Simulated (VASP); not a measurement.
# PbO in VASP: a series of runs

PbO is run at these levels: PBE; tasks: single point.

All numbers are computed with VASP 6.6.1; they aren't measurements. Logs are shortened: lines on timing, memory, paths and dates and some standing lists are left out, and cuts for length are marked.

## (1) The cell of the first run

Symmetry: Pmmn, No. 59, orthorhombic system. The conventional cell has a = 3.976 Å, b = 4.057 Å, c = 5.597 Å, α = 90.00°, β = 90.00°, γ = 90.00°. Pb (site symmetry mm2) has 4 O at 2.32 to 2.35 Å within 3.1 Å. Within 3.1 Å of O (site symmetry mm2) lie 4 Pb at 2.32 to 2.35 Å and 4 O at 2.84 Å.

## (2) Single point, PBE

The input, INCAR:

```
SYSTEM = PbO
PREC = Accurate ; ENCUT = 520
EDIFF = 1E-6 ; ISMEAR = 0
SIGMA = 0.05 ; LREAL = .FALSE.
LASPH = .TRUE. ; NELM = 80
ALGO = Normal ; ISIF = 2
LWAVE = .FALSE. ; LCHARG = .TRUE.
GGA = PE ; LELF = .TRUE.
LVHAR = .TRUE. ; NBANDS = 28
```

The input, KPOINTS:

```
regular mesh
0
G
  8 8 6
  0 0 0
```

The input, POSCAR:

```
PbO
1.0
    4.0568204757      0.0000000000      0.0000000000
    0.0000000000      3.9756840662      0.0000000000
    0.0000000000      0.0000000000      5.5970750290
Pb O
2 2
Direct
    0.5000000000      0.0000000000      0.2126163549
    0.0000000000      0.5000000000      0.7873836451
    0.0000000000      0.0000000000      0.0000000000
    0.5000000000      0.5000000000      0.0000000000
```

Potentials or basis: VASP PAW PBE potentials, release 64 (Pb_d, O).

The run is started by

```sh
cat potpaw_PBE.64/Pb_d/POTCAR potpaw_PBE.64/O/POTCAR > POTCAR
mpirun -np 1 vasp_std > vasp.out
```

OUTCAR:

```text
SYSTEM = PbO
   PREC = Accurate
   ENCUT = 520
   EDIFF = 1E-6
   ISMEAR = 0
   LREAL = .FALSE.
   LASPH = .TRUE.
   NELM = 80
   ISIF = 2
   GGA = PE

 ion  position               nearest neighbor table
   1  0.500  0.000  0.213-   4 2.32   4 2.32   3 2.35   3 2.35   2 3.71   2 3.71   2 3.71   2 3.71

   2  0.000  0.500  0.787-   3 2.32   3 2.32   4 2.35   4 2.35   1 3.71   1 3.71   1 3.71   1 3.71

   3  0.000  0.000  0.000-   2 2.32   2 2.32   1 2.35   1 2.35
   4  0.500  0.500  0.000-   1 2.32   1 2.32   2 2.35   2 2.35

  LATTYP: Found a simple orthorhombic cell.
 ALAT       =     3.9756840662
 B/A-ratio  =     1.0204081633
 C/A-ratio  =     1.4078269138

  Lattice vectors:

 A1 = (   0.0000000000,  -3.9756840662,   0.0000000000)
 A2 = (   4.0568204757,   0.0000000000,   0.0000000000)
 A3 = (   0.0000000000,   0.0000000000,   5.5970750290)

Analysis of symmetry for initial positions (statically):
=====================================================================
 Subroutine PRICEL returns:
 Original cell was already a primitive cell.

 Routine SETGRP: Setting up the symmetry group for a
 simple orthorhombic supercell.

 Subroutine GETGRP returns: Found  8 space group operations
 (whereof  4 operations were pure point group operations)
 out of a pool of  8 trial point group operations.

The static configuration has the point symmetry C_2v.
 The point group associated with its full space group is D_2h.

Analysis of symmetry for dynamics (positions and initial velocities):
=====================================================================
 Subroutine PRICEL returns:
 Original cell was already a primitive cell.

 Routine SETGRP: Setting up the symmetry group for a
 simple orthorhombic supercell.

 Subroutine GETGRP returns: Found  8 space group operations
 (whereof  4 operations were pure point group operations)
 out of a pool of  8 trial point group operations.

The dynamic configuration has the point symmetry C_2v.
 The point group associated with its full space group is D_2h.

 Subroutine INISYM returns: Found  8 space group operations
 (whereof  4 operations are pure point group operations),
 and found     1 'primitive' translations

----------------------------------------------------------------------------------------

                                     Primitive cell

  volume of cell :      90.2732

  direct lattice vectors                    reciprocal lattice vectors
     4.056820476  0.000000000  0.000000000     0.246498460  0.000000000  0.000000000
     0.000000000  3.975684066  0.000000000     0.000000000  0.251529041  0.000000000
     0.000000000  0.000000000  5.597075029     0.000000000  0.000000000  0.178664748

  length of vectors
     4.056820476  3.975684066  5.597075029     0.246498460  0.251529041  0.178664748

  position of ions in fractional coordinates (direct lattice)
     0.500000000  0.000000000  0.212616355
     0.000000000  0.500000000  0.787383645
     0.000000000  0.000000000  0.000000000
     0.500000000  0.500000000  0.000000000

  ion indices of the primitive-cell ions
   primitive index   ion index
                 1           1
                 2           2
                 3           3
                 4           4

----------------------------------------------------------------------------------------

 KPOINTS: regular mesh

Automatic generation of k-mesh.
 Grid dimensions read from file:
 generate k-points for:    8    8    6

 Generating k-lattice:

  Cartesian coordinates                     Fractional coordinates (reciprocal lattice)
     0.030812308  0.000000000  0.000000000     0.125000000  0.000000000  0.000000000
     0.000000000  0.031441130  0.000000000     0.000000000  0.125000000  0.000000000
     0.000000000  0.000000000  0.029777458     0.000000000  0.000000000  0.166666667

  Length of vectors
     0.030812308  0.031441130  0.029777458

  Shift w.r.t. Gamma in fractional coordinates (k-lattice)
     0.000000000  0.000000000  0.000000000

 Subroutine IBZKPT returns following result:
 ===========================================

 Found    100 irreducible k-points:

 Following reciprocal coordinates:
            Coordinates               Weight
  0.000000  0.000000  0.000000      1.000000
  0.125000  0.000000  0.000000      2.000000
  0.250000  0.000000  0.000000      2.000000
  0.375000  0.000000  0.000000      2.000000
  0.500000  0.000000  0.000000      1.000000
  0.000000  0.125000  0.000000      2.000000
[... 16 lines left out ...]
  0.250000  0.500000  0.000000      2.000000
  0.375000  0.500000  0.000000      2.000000
 [... further k-points ...]
   k-points           NKPTS =    100   k-points in BZ     NKDIM =    100   number of bands    NBANDS=     28
   number of dos      NEDOS =    301   number of ions     NIONS =      4
   total plane-waves  NPLWV =  37800
   dimension x,y,z NGX =    30 NGY =   30 NGZ =   42
   dimension x,y,z NGXF=    60 NGYF=   60 NGZF=   84
   ions per type =               2   2
   NGX,Y,Z   is equivalent  to a cutoff of  12.29, 12.54, 12.47 a.u.
   NGXF,Y,Z  is equivalent  to a cutoff of  24.59, 25.09, 24.95 a.u.
 SYSTEM =  PbO
   PREC   = accura    normal or accurate (medium, high low for compatibility)
   ISTART =      0    job   : 0-new  1-cont  2-samecut
   ICHARG =      2    charge: 1-file 2-atom 10-const
   ISPIN  =      1    spin polarized calculation?
   LNONCOLLINEAR =      F non collinear calculations
   LSORBIT =      F    spin-orbit coupling
   LASPH  =      T    aspherical Exc in radial PAW
   ENCUT  =  520.0 eV  38.22 Ry    6.18 a.u.   7.54  7.39 10.41*2*pi/ulx,y,z
   NELM   =     80;   NELMIN=  2; NELMDL= -5     # of ELM steps
   EDIFF  = 0.1E-05   stopping-criterion for ELM
   LREAL  =      F    real-space projection
   EDIFFG = 0.1E-04   stopping-criterion for IOM
   NSW    =      0    number of steps for IOM
   IBRION =     -1    ionic relax: 0-MD 1-quasi-New 2-CG
   NFREE  =      0    steps in history (QN), initial steepest desc. (CG)
   ISIF   =      2    stress and relaxation
   ISYM   =      2    0-nonsym 1-usesym 2-fastsym
   POTIM  = 0.5000    time-step for ionic-motion
   TEBEG  =    0.0;   TEEND  =   0.0 temperature during run
   PSTRESS=    0.0 pullay stress
   NELECT =      40.0000    total number of electrons
   NUPDOWN=      -1.0000    fix difference up-down
   EMIN   =  10.00;   EMAX   =-10.00  energy-range for DOS
   EFERMI =   0.00;   METHOD = LEGACY
   ISMEAR =     0;   SIGMA  =   0.05  broadening in eV -4-tet -1-fermi 0-gaus
   EFERMI_NEDOS =   21; number of points for ismear=-14 and -15
   IALGO  =     38    algorithm
   IMIX   =      4    mixing-type and parameters
     AMIX     =   0.40;   BMIX     =  1.00
     AMIX_MAG =   1.60;   BMIX_MAG =  1.00
  volume/ion in A,a.u.               =      22.57       152.30
  Fermi-wavevector in a.u.,A,eV,Ry     =   1.248078  2.358526 21.193794  1.557700
  Thomas-Fermi vector in A             =   2.382181
   LORBIT       =      0    0 simple, 1 ext, 2 COOP (PROOUT), +10 PAW based schemes
   GGA     = PE    functional components
   LHFCALC =     F    Hartree Fock is set to
   AEXX    =    0.0000 exact exchange contribution
   IVDW    =     0    specifies the selected vdW correction
   LEPSILON=     F    determine dielectric tensor
   LRPA    =     F    only Hartree local field effects (RPA)
 non-spin polarized calculation
 Gauss-broadening in eV      SIGMA  =   0.05
  energy-cutoff  :      520.00
  volume of cell :       90.27
 maximum number of plane-waves:      2456
   NGX = 15   NGY = 15   NGZ = 21

 number of electron      40.0000000 magnetization

 Free energy of the ion-electron system (eV)
  ---------------------------------------------------
  ext. energy  EPLUGINS =         0.00000000
  ---------------------------------------------------
  free energy    TOTEN  =       -21.50237300 eV

  energy without entropy =      -21.50237300  energy(sigma->0) =      -21.50237300

 E-fermi :   4.2059     XC(G=0):  -9.0811

 val. band max:        3.9489628270   @ k =   0.0000   0.0000   0.0000
 cond. band min:       5.7368758403   @ k =   0.5000   0.5000   0.0000
 fundamental gap:      1.7879130133
 Fermi energy:         4.2058800369

 k-point     1 :       0.0000    0.0000    0.0000
  band No.  band energies     occupation
      1     -14.1750      2.00000
      2     -13.7074      2.00000
      3     -11.9519      2.00000
      4     -11.9512      2.00000
      5     -11.9009      2.00000
      6     -11.8975      2.00000
[... 20 lines left out ...]
     27      11.7684      0.00000
     28      12.4324      0.00000

 k-point     2 :       0.1250    0.0000    0.0000
  band No.  band energies     occupation
      1     -14.1465      2.00000
      2     -13.7174      2.00000
      3     -11.9477      2.00000
      4     -11.9435      2.00000
      5     -11.8904      2.00000
      6     -11.8888      2.00000
[... 20 lines left out ...]
     27      12.1596      0.00000
     28      13.2310      0.00000

 k-point     3 :       0.2500    0.0000    0.0000
  band No.  band energies     occupation
      1     -14.0723      2.00000
      2     -13.7495      2.00000
      3     -11.9377      2.00000
      4     -11.9214      2.00000
      5     -11.8652      2.00000
      6     -11.8631      2.00000
[... 20 lines left out ...]
     27      12.4730      0.00000
     28      14.7296      0.00000

 k-point     4 :       0.3750    0.0000    0.0000
  band No.  band energies     occupation
      1     -13.9772      2.00000
      2     -13.8059      2.00000
      3     -11.9229      2.00000
      4     -11.8945      2.00000
      5     -11.8806      2.00000
      6     -11.8569      2.00000
[... 578 lines left out ...]
     27      13.0735      0.00000
     28      13.0735      0.00000

 k-point    23 :       0.2500    0.5000    0.0000
  band No.  band energies     occupation
      1     -13.8676      2.00000
      2     -13.8676      2.00000
      3     -11.8727      2.00000
      4     -11.8727      2.00000
      5     -11.8508      2.00000
      6     -11.8508      2.00000
[... 20 lines left out ...]
     27      12.1399      0.00000
     28      12.1399      0.00000

 k-point    24 :       0.3750    0.5000    0.0000
  band No.  band energies     occupation
      1     -13.8584      2.00000
      2     -13.8584      2.00000
      3     -11.8698      2.00000
      4     -11.8698      2.00000
      5     -11.8130      2.00000
      6     -11.8130      2.00000
[... 20 lines left out ...]
     27      11.7670      0.00000
     28      11.7670      0.00000

 [... further k-points ...]

------------------------ aborting loop because EDIFF is reached ----------------------------------------

  FORCE on cell =-STRESS in cart. coord.  units (eV):
  Direction    XX          YY          ZZ          XY          YZ          ZX
  --------------------------------------------------------------------------------------
  -------------------------------------------------------------------------------------
  Total        0.6594440      1.3620336      0.6371464      0.0000000      0.0000000      0.0000000
  in kB       11.7038754     24.1735051     11.3081356      0.0000000      0.0000000      0.0000000
  external PRESSURE =      15.7285054 kB  Pullay stress =       0.0000000 kB

 VOLUME and BASIS-vectors are now :
 -----------------------------------------------------------------------------
  energy-cutoff  :      520.00
  volume of cell :       90.27
      direct lattice vectors                 reciprocal lattice vectors
     4.056820476  0.000000000  0.000000000     0.246498460  0.000000000  0.000000000
     0.000000000  3.975684066  0.000000000     0.000000000  0.251529041  0.000000000
     0.000000000  0.000000000  5.597075029     0.000000000  0.000000000  0.178664748

 POSITION                                       TOTAL-FORCE (eV/Angst)
 -----------------------------------------------------------------------------------
      2.02841      0.00000      1.19003         0.000000      0.000000      0.280937
      0.00000      1.98784      4.40705         0.000000      0.000000     -0.280937
      0.00000      0.00000      0.00000         0.000000      0.000000      0.154913
      2.02841      1.98784      0.00000         0.000000      0.000000     -0.154913
 -----------------------------------------------------------------------------------
    total drift:                                0.000000      0.000000      0.000000

  FREE ENERGIE OF THE ION-ELECTRON SYSTEM (eV)
  ---------------------------------------------------
  free  energy   TOTEN  =       -21.5023729988 eV

  energy  without entropy=      -21.5023729988  energy(sigma->0) =      -21.50237300
```

Wall time 2.7 min (1 thread of AMD EPYC 9R14 (Zen 4), shared host); peak memory 0.3 GiB.

What came out:

```
Free energy            : -21.5024 eV
Pressure               : 1.6 GPa
Largest force          : 0.281 eV/Å
Band gap on the k mesh : 1.79 eV (least direct gap 1.93 eV)
```

Forces in eV/Å, atoms in the order of the input:
```
Pb   0.000  0.000  0.281
Pb   0.000  0.000 -0.281
O    0.000  0.000  0.155
O    0.000  0.000 -0.155
```

Caveat: spin-orbit coupling is left out, which moves the levels of the heavy elements. A k mesh can miss the band edges.

## (3) Single point, PBE (atom 2 (Pb) moved 0.12 Å along y)

The input, INCAR:

```
PREC = Accurate ; ENCUT = 520
EDIFF = 1E-6 ; ISMEAR = 0
SIGMA = 0.05 ; LREAL = False
LASPH = True ; NELM = 60
ALGO = Normal ; ISIF = 2
LWAVE = False ; LCHARG = False
GGA = PE ; NBANDS = 28
```

The input, KPOINTS:

```
Automatic mesh
0
Gamma
  8 8 6
```

The input, POSCAR:

```
PbO
1.0
    4.0568204757      0.0000000000      0.0000000000
    0.0000000000      4.0568204757      0.0000000000
    0.0000000000      0.0000000000      5.5970750290
Pb O
2 2
Direct
    0.5000000000      0.0000000000      0.2126163549
    0.0000000000      0.5295798152      0.7873836451
    0.0000000000      0.0000000000      0.0000000000
    0.5000000000      0.5000000000      0.0000000000
```

Potentials or basis: VASP PAW PBE potentials, release 64 (Pb_d, O).

The run is started by

```sh
cat potpaw_PBE.64/Pb_d/POTCAR potpaw_PBE.64/O/POTCAR > POTCAR
mpirun -np 1 vasp_std > vasp.out
```

Wall time 3.4 min (1 thread of AMD EPYC 9R14 (Zen 4), shared host); peak memory 0.35 GiB.

The run converged. Its results:

```
Free energy            : -21.4881 eV
Pressure               : 0.3 GPa
Largest force          : 0.527 eV/Å
Band gap on the k mesh : 1.81 eV (least direct gap 1.91 eV)
```

Forces on the atoms (eV/Å):
```
Pb   0.000  0.117  0.049
Pb   0.000 -0.508 -0.143
O    0.000  0.324  0.108
O    0.000  0.066 -0.015
```

Stress tensor (GPa, compression positive):
```
0.08 0.00 0.00
0.00 0.57 1.26
0.00 1.26 0.32
```

Levels at points of the mesh, in eV from the valence-band top:
```csv
k point,band 17,band 18,band 19,band 20,band 21,band 22,band 23,band 24
"(0.00, 0.00, 0.00)",-1.53,-1.44,-1.38,0.00,1.91,4.44,5.98,6.01
"(0.50, 0.00, 0.00)",-2.68,-2.65,-1.30,-1.29,3.14,3.14,5.69,5.71
"(0.00, 0.50, 0.00)",-2.77,-2.64,-1.38,-1.22,3.13,3.17,5.69,5.76
"(0.50, 0.50, 0.00)",-1.57,-1.56,-0.85,-0.84,1.81,1.83,5.22,5.27
"(0.00, 0.00, 0.50)",-1.55,-1.46,-1.40,-0.74,1.82,4.26,4.53,4.60
"(0.50, 0.00, 0.50)",-2.68,-2.68,-0.88,-0.88,2.88,2.89,6.16,6.38
"(0.00, 0.50, 0.50)",-2.75,-2.63,-0.89,-0.88,2.84,2.93,6.32,6.39
"(0.50, 0.50, 0.50)",-1.85,-1.82,-0.85,-0.84,3.73,3.75,3.98,3.99
```

Caveat: the cell differs from its parent crystal (atom 2 (Pb) moved 0.12 Å along y); spin-orbit coupling is left out, which moves the levels of the heavy elements.

## (4) Single point, PBE (atom 1 (Pb) moved 0.12 Å along x)

The input, INCAR:

```
ALGO     = Normal         # electronic algorithm
EDIFF    = 1E-6           # SCF threshold, eV
ENCUT    = 520            # plane-wave cutoff, eV
GGA      = PE             # functional
ISIF     = 2              # what is computed and relaxed
ISMEAR   = 0              # smearing method
LASPH    = True           # aspherical terms in the spheres
LCHARG   = False          # write CHGCAR
LREAL    = False          # projectors in reciprocal space
LWAVE    = False          # write WAVECAR
NBANDS   = 28             # bands
NELM     = 100            # most SCF steps
PREC     = Accurate       # precision mode
SIGMA    = 0.05           # smearing width, eV
```

The input, KPOINTS:

```
k-points
0
Gamma
  8 8 6
```

Changes to POSCAR since step 3:

```diff
@@ -8,4 +8,4 @@
 Direct
-    0.5000000000      0.0000000000      0.2126163549
-    0.0000000000      0.5295798152      0.7873836451
+    0.5295798152      0.0000000000      0.2126163549
+    0.0000000000      0.5000000000      0.7873836451
     0.0000000000      0.0000000000      0.0000000000
```

The run is started by

```sh
cat potpaw_PBE.64/Pb_d/POTCAR potpaw_PBE.64/O/POTCAR > POTCAR
mpirun -np 1 vasp_std > vasp.out
```

It took 3.3 min on 1 thread of AMD EPYC 9R14 (Zen 4), shared host; peak memory 0.35 GiB.

The run converged. Its results:

* Free energy: -21.4881 eV
* Pressure: 0.3 GPa
* Largest force: 0.527 eV/Å
* Band gap on the k mesh: 1.81 eV (least direct gap 1.91 eV)

Forces in eV/Å, atoms in the order of the input:
```
Pb  -0.508  0.000  0.143
Pb   0.117  0.000 -0.049
O    0.324  0.000 -0.108
O    0.066  0.000  0.015
```

Stress tensor (GPa, compression positive):
```
 0.57  0.00 -1.26
 0.00  0.08  0.00
-1.26  0.00  0.31
```

Levels at points of the mesh, in eV from the valence-band top:
```csv
k point,band 16,band 17,band 18,band 19,band 20,band 21,band 22,band 23,band 24,band 25
"(0.00, 0.00, 0.00)",-3.85,-1.53,-1.44,-1.38,0.00,1.91,4.44,5.98,6.01,6.01
"(0.50, 0.00, 0.00)",-2.90,-2.77,-2.64,-1.38,-1.22,3.13,3.17,5.69,5.76,6.63
"(0.00, 0.50, 0.00)",-2.94,-2.68,-2.65,-1.30,-1.29,3.14,3.14,5.69,5.71,6.66
"(0.50, 0.50, 0.00)",-3.12,-1.57,-1.56,-0.85,-0.84,1.81,1.83,5.22,5.27,6.81
"(0.00, 0.00, 0.50)",-3.78,-1.55,-1.46,-1.40,-0.74,1.82,4.26,4.53,4.60,7.70
"(0.50, 0.00, 0.50)",-3.16,-2.75,-2.63,-0.89,-0.88,2.84,2.93,6.32,6.39,6.52
"(0.00, 0.50, 0.50)",-3.20,-2.68,-2.68,-0.88,-0.88,2.88,2.89,6.16,6.38,6.51
"(0.50, 0.50, 0.50)",-3.32,-1.85,-1.82,-0.85,-0.84,3.73,3.75,3.98,3.99,5.56
```

Caveat: the cell differs from its parent crystal (atom 1 (Pb) moved 0.12 Å along x); spin-orbit coupling is left out, which moves the levels of the heavy elements. A k mesh can miss the band edges.

## (5) Overview

| cell | gap on the mesh (eV) | pressure (GPa) | largest force (eV/Å) |
| --- | --- | --- | --- |
| a = 4.057, b = 3.976, c = 5.597 Å, 4 atoms, atomic positions A | 1.79 | 1.6 | 0.28 |
| a = 4.057, b = 4.057, c = 5.597 Å, 4 atoms, atomic positions B | 1.81 | 0.3 | 0.53 |
| a = 4.057, b = 4.057, c = 5.597 Å, 4 atoms, atomic positions C | 1.81 | 0.3 | 0.53 |

Alike in all rows: task single point; level PBE; potentials or basis VASP PAW PBE potentials, release 64 (Pb_d, O); no spin polarisation; k mesh 8 × 8 × 6; cutoff (eV) 520; smearing gaussian 0.05 eV.

Caveats: spin-orbit coupling is left out, which moves the levels of the heavy elements.

Total energies depend on the potentials used, so only differences within one code and one set of settings carry meaning.
